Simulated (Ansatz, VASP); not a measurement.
## Two plane-wave programs on Sb

File INCAR:

```
ALGO = Normal ; EDIFF = 1E-8
ENCUT = 520 ; GGA = PE
ISIF = 2 ; ISMEAR = -1
LASPH = T ; LCHARG = F
LEFG = T ; LREAL = F
LWAVE = F ; NBANDS = 8
NELM = 60 ; PREC = Accurate
SIGMA = 0.05
```

KPOINTS

```
k-points
0
Gamma
  19 19 19
```

POSCAR

```
Sb
1.0
   -1.4850750000      1.5098750000      2.4800000000
    1.5098750000     -1.4850750000      2.4800000000
    1.5001250000      1.5001250000     -2.4649500000
Sb
1
Direct
    0.0000000000      0.0000000000      0.0000000000
```

Input for Ansatz:

```yaml
crystal:
  lattice:
    - [-1.485075, 1.509875, 2.48]
    - [1.509875, -1.485075, 2.48]
    - [1.500125, 1.500125, -2.46495]
  atoms:
    - { symbol: Sb, position: [0.0, 0.0, 0.0] }
kpoints:
  mp_grid: { grid: [19, 19, 19] }
scf:
  occupations: { method: fermi_dirac, width: 0.05 }
hamiltonian:
  xc: pbe
  pseudopotentials: { kind: paw }
output:
  forces: true
  stress: true
  eigenvalues: true
  efg: { contact_densities: true }
```

Change from the starting cell: equal xy, yz and zx shear strains of +1 %, PAW files.

Alike in both runs: task electric field gradients; functional PBE; k mesh 19 × 19 × 19; occupations fermi-dirac, width 0.05 eV; no spin polarisation.

|  | VASP | Ansatz |
| --- | --- | --- |
| version | VASP 6.6.1 | Ansatz 0.2.0 |
| potentials or method | VASP PAW PBE potentials, release 64 (Sb) | PAW with Ansatz's default frozen-core files, scalar-relativistic |
| plane-wave cutoff (eV) | 520 | 420 |
| valence electrons in the cell | 5 | 15 |

Ansatz gave:

- pressure (GPa): 19.3
- traceless stress, the component that is largest in VASP (GPa): -1.33
- size of Vzz on the site where it differs most (V/Å²): 36.7

Task: What did VASP give for the same quantities?

Result: Pressure (GPa): 19.2; traceless stress, the component that is largest in VASP (GPa): -1.42; size of Vzz on the site where it differs most (V/Å²): 37.2.

The functional is the same, so the differences come from potentials, cutoffs and numerics. VASP's potentials hold 5 valence electrons a cell and Ansatz's 15, so a difference there can come from the potentials and not from the codes.

Spin-orbit coupling is off throughout.
